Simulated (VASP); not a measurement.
A run of VASP 6.6.1:

Contents of INCAR:

```
PREC = Accurate
ENCUT = 500
EDIFF = 1E-6
ISMEAR = 0
SIGMA = 0.01
LREAL = False
LASPH = True
NELM = 120
ALGO = Normal
ISIF = 2
LWAVE = False
LCHARG = True
GGA = PS
LELF = True
LVHAR = True
NBANDS = 11
GGA_COMPAT = False
```

Contents of KPOINTS:

```
regular mesh
0
Gamma
  4 4 4
```

File POSCAR:

```
AlP
1.0
    0.0000000000      2.7187456453      2.7520432574
    2.7187456453      0.0000000000      2.7520432574
    2.7187456453      2.7187456453      0.0000000000
Al P
1 1
Direct
    0.0000000000      0.0000000000      0.0000000000
    0.2500000000      0.2500000000      0.2500000000
```

Potentials or basis: VASP PAW PBE potentials, release 64 (Al, P).

Run with:

```sh
$ cat potpaw_PBE.64/Al/POTCAR potpaw_PBE.64/P/POTCAR > POTCAR
$ mpirun -np 1 vasp_std > vasp.out
```

Hardware: 1 thread of Intel Xeon 6975P-C, on a shared host.

Estimate the wall time of this run.

Wall time 6.3 s on 1 thread of Intel Xeon 6975P-C, with other jobs on the host, peak memory 0.15 GiB. Counts: scf iterations 12, k points 13.
